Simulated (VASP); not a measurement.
Set up this calculation in VASP 6.6.1, as the native input.

* Task: single point
* Functional: PBEsol
* Potentials or basis: VASP PAW PBE potentials, release 64 (Pd)
* Cutoff: 520 eV
* k mesh: 9 × 9 × 9
* Occupations: fermi-dirac, width 0.05 eV
* Spin: no spin polarisation
* Dipole correction: no
* Further INCAR settings: ALGO = Fast; EDIFF = 1e-06; NBANDS = 11

The structure of Pd lies in POSCAR:

```
Pd
1.0
   -1.5722810000      1.5722810000      1.5722810000
    1.5722810000     -1.5722810000      1.5722810000
    1.5722810000      1.5722810000     -1.5722810000
Pd
1
Direct
    0.0000000000      0.0000000000      0.0000000000
```

The input as run:

INCAR

```
ALGO = Fast ; EDIFF = 1E-6
ENCUT = 520 ; GGA = PS
ISIF = 2 ; ISMEAR = -1
LASPH = T ; LCHARG = F
LREAL = F ; LWAVE = F
NBANDS = 11 ; NELM = 80
PREC = Accurate ; SIGMA = 0.05
```

KPOINTS

```
k-points
0
Gamma
  9 9 9
```

Potentials or basis: VASP PAW PBE potentials, release 64 (Pd).

Command:

```console
$ cat potpaw_PBE.64/Pd/POTCAR > POTCAR
$ mpirun -np 1 vasp_std > vasp.out
```

It gave:

| Quantity | Value |
| --- | --- |
| Pressure | -10.3 GPa |
| Band gap on the k mesh | zero (band 5 reaches 9.18 eV, above the bottom of band 6 at 7.88 eV) |

Caveat: the PAW data sets were made with another functional, which shifts forces and pressure a little.

It took 14 s on 1 thread of AMD EPYC 7R13, on a shared host, peak memory 0.09 GiB.
